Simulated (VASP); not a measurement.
A run of VASP 6.6.1:

File INCAR:

```
SYSTEM = InPd
PREC     = Accurate       ! precision mode
ENCUT    = 520            ! plane-wave cutoff, eV
EDIFF    = 1E-7           ! SCF threshold, eV
ISMEAR   = 0              ! smearing method
SIGMA    = 0.15           ! smearing width, eV
LREAL    = .FALSE.        ! projectors in reciprocal space
LASPH    = .TRUE.         ! aspherical terms in the spheres
NELM     = 100            ! most SCF steps
ALGO     = Fast           ! electronic algorithm
ISIF     = 2              ! what is computed and relaxed
LWAVE    = .FALSE.        ! write WAVECAR
LCHARG   = .FALSE.        ! write CHGCAR
GGA      = PS             ! functional
NBANDS   = 18             ! bands
```

KPOINTS

```
Automatic mesh
0
G
  14 14 14
  0 0 0
```

The input POSCAR:

```
InPd
1.0
    3.3602606235      0.0000000000      0.0000000000
    0.0000000000      3.3602606235      0.0000000000
    0.0000000000      0.0000000000      3.0193646182
In Pd
1 1
Direct
   -0.0049674089      0.0000000000      0.0000000000
    0.5053594057      0.5000000000      0.5000000000
```

Potentials or basis: VASP PAW PBE potentials, release 64 (In_d, Pd).

Run with:

```console
$ cat potpaw_PBE.64/In_d/POTCAR potpaw_PBE.64/Pd/POTCAR > POTCAR
$ mpirun -np 1 vasp_std > vasp.out
```

Hardware: 1 thread of Intel(R) Xeon(R) 6975P-C (Granite Rapids) (shared host).

Q: How long does it take, and how much memory?

A: Wall time 2.9 min on 1 thread of Intel(R) Xeon(R) 6975P-C (Granite Rapids), with other jobs on the host, peak memory 0.42 GiB. Counts: scf iterations 19, k points 512.
